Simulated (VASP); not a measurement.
**KF (Carobbiite): single point with PBEsol**

KF (Carobbiite):

```
CELL_PARAMETERS angstrom
2.70727 2.70727 0.00000
-2.70727 2.70727 0.00000
0.00000 2.70727 2.62234
ATOMIC_POSITIONS crystal
K 0.00000 0.00000 0.00000
F 0.50000 0.50000 0.00000
```

This cell differs from its parent crystal: in-plane strain +0.02.

* Program: VASP 6.6.1
* Task: single point
* Functional: PBEsol
* Potentials or basis: VASP PAW PBE potentials, release 64 (K_sv, F)
* Cutoff: 520 eV
* k mesh: 8 × 8 × 8
* Occupations: gaussian, width 0.01 eV
* Spin: no spin polarisation
* Dipole correction: no
* Further INCAR settings: ALGO = Normal; EDIFF = 1e-06; NBANDS = 15

```yaml
Pressure: -0.8 GPa
Band_gap_on_the_k_mesh: 5.95 eV, direct
```

Stress tensor (GPa, compression positive):
```
-1.31  0.00  0.00
 0.00 -1.31  0.00
 0.00  0.00  0.34
```

Levels at points of the mesh, in eV from the valence-band top:
| k point | band 6 | band 7 | band 8 | band 9 | band 10 | band 11 |
| --- | --- | --- | --- | --- | --- | --- |
| (0.00, 0.00, 0.00) | -0.05 | -0.05 | 0.00 | 5.95 | 10.52 | 10.52 |
| (0.50, 0.00, 0.00) | -0.84 | -0.39 | -0.38 | 8.91 | 10.37 | 11.88 |
| (0.50, 0.50, 0.00) | -0.28 | -0.11 | -0.05 | 8.10 | 10.15 | 11.47 |
| (0.00, 0.00, 0.50) | -0.19 | -0.11 | -0.11 | 7.99 | 10.19 | 11.76 |

Run time: 19 s on 1 thread of Intel(R) Xeon(R) 6975P-C (Granite Rapids) (shared host), peak memory 0.17 GiB.

Caveat: the cell differs from its parent crystal (in-plane strain +0.02); the PAW data sets were made with another functional, which shifts forces and pressure a little. A k mesh can miss the band edges.
